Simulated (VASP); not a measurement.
Li: single point with PBE+D3(BJ)

Li:

```
CELL_PARAMETERS angstrom
0.00000 2.20200 2.20200
2.20200 0.00000 2.20200
2.20200 2.20200 0.00000
ATOMIC_POSITIONS crystal
Li 0.00000 0.00000 0.00000
```

| Quantity | Value |
| --- | --- |
| Program | VASP 6.6.1 |
| Task | single point |
| Functional | PBE |
| Dispersion | D3(BJ) |
| Potentials or basis | VASP PAW PBE potentials, release 64 (Li_sv) |
| Cutoff | 520 eV |
| k mesh | 18 × 18 × 18 |
| Occupations | gaussian, width 0.15 eV |
| Spin | no spin polarisation |

```json
{
 "Dispersion energy per atom": "-0.160 eV"
}
```

Levels at points of the mesh, in eV from the Fermi level:
```csv
k point,band 1,band 2,band 3,band 4,band 5,band 6
"(0.00, 0.00, 0.00)",-46.62,-3.50,13.82,13.82,13.82,17.63
"(0.50, 0.00, 0.00)",-46.61,0.00,2.75,12.17,12.17,16.04
"(0.50, 0.50, 0.00)",-46.60,1.48,4.52,8.14,8.14,10.29
```

Wall time 16 s on 1 thread of AMD EPYC 7R43 64-Core Processor (Zen 3), on a shared host, peak memory 0.12 GiB.
